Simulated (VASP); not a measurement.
A run of VASP 6.6.1 is set up as follows.

Contents of INCAR:

```
SYSTEM = CaSe
ALGO = Normal ; EDIFF = 1E-6
ENCUT = 520 ; GGA = PE
ISIF = 2 ; ISMEAR = 0
LASPH = .True. ; LCHARG = .False.
LREAL = .False. ; LWAVE = .False.
NBANDS = 24 ; NELM = 100
PREC = Accurate ; SIGMA = 0.01
```

Contents of KPOINTS:

```
k-points
0
Gamma
  6 6 4
  0 0 0
```

Contents of POSCAR:

```
CaSe
1.0
    5.0286275968      0.0000000000      0.0000000000
   -2.5143137984      4.3549192450      0.0000000000
    0.0000000000      0.0000000000      5.8954900808
Ca Se
2 2
Direct
    0.3333333333      0.6666666667     -0.0624867206
    0.6666666667      0.3333333333      0.4375132794
    0.3333333333      0.6666666667      0.4374867206
    0.6666666667      0.3333333333      0.9374867206
```

Potentials or basis: VASP PAW PBE potentials, release 64 (Ca_sv, Se).

Run with:

```console
$ cat potpaw_PBE.64/Ca_sv/POTCAR potpaw_PBE.64/Se/POTCAR > POTCAR
$ mpirun -np 1 vasp_std > vasp.out
```

Q: Predict the band gap on the k mesh.

A: 2.47 eV, indirect (least direct gap 2.55 eV).

Q: What does it give for the pressure?

A: 0.1 GPa.

A k mesh can miss the band edges. PBE gaps usually lie below the measured ones, often by a third to a half.
